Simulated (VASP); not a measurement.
Wanted: the native input for a VASP 6.6.1 run.

```yaml
Task: single point
Functional: PBE
Potentials_or_basis: VASP PAW PBE potentials, release 64 (Ti_sv, O)
Cutoff: 520 eV
k_mesh: 8 × 8 × 6
Occupations: fermi-dirac, width 0.05 eV
Spin: no spin polarisation
Dipole_correction: no
Further_INCAR_settings: ALGO = Normal; EDIFF = 1e-07; NBANDS = 33
```

The structure of TiO2 lies in POSCAR:

```
TiO2
1.0
    2.7060340000     -2.7066550000      0.0000000000
    2.7060340000      2.7066550000      0.0000000000
   -2.6335310000      0.0000000000      4.7966370000
Ti O
2 4
Direct
    0.8599220000      0.1268290000      0.7476890000
    0.1399820000      0.8571150000      0.2634740000
    0.0809710000      0.3338420000      0.1673080000
    0.9080930000      0.6672350000      0.8379760000
    0.6823550000      0.9178160000      0.3461470000
    0.3392550000      0.0927580000      0.6710440000
```

This cell differs from its parent crystal: atoms moved at random.

These files were run (other wordings do the same):

INCAR

```
SYSTEM = TiO2
  PREC = Accurate
  ENCUT = 520
  EDIFF = 1E-7
  ISMEAR = -1
  SIGMA = 0.05
  LREAL = .False.
  LASPH = .True.
  NELM = 100
  ALGO = Normal
  ISIF = 2
  LWAVE = .False.
  LCHARG = .False.
  GGA = PE
  NBANDS = 33
```

KPOINTS

```
regular mesh
0
Gamma
  8 8 6
  0 0 0
```

Potentials or basis: VASP PAW PBE potentials, release 64 (Ti_sv, O).

Launch:

```sh
$ cat potpaw_PBE.64/Ti_sv/POTCAR potpaw_PBE.64/O/POTCAR > POTCAR
$ mpirun -np 1 vasp_std > vasp.out
```

It gave:

```yaml
Pressure: 0.8 GPa
Largest_force: 0.956 eV/Å
Band_gap_on_the_k_mesh: 2.11 eV, indirect (least direct gap 2.40 eV)
```

Caveat: the cell differs from its parent crystal (atoms moved at random).

Run time: 8.8 min on 1 thread of Intel Xeon 6975P-C, on a shared host, peak memory 0.43 GiB.
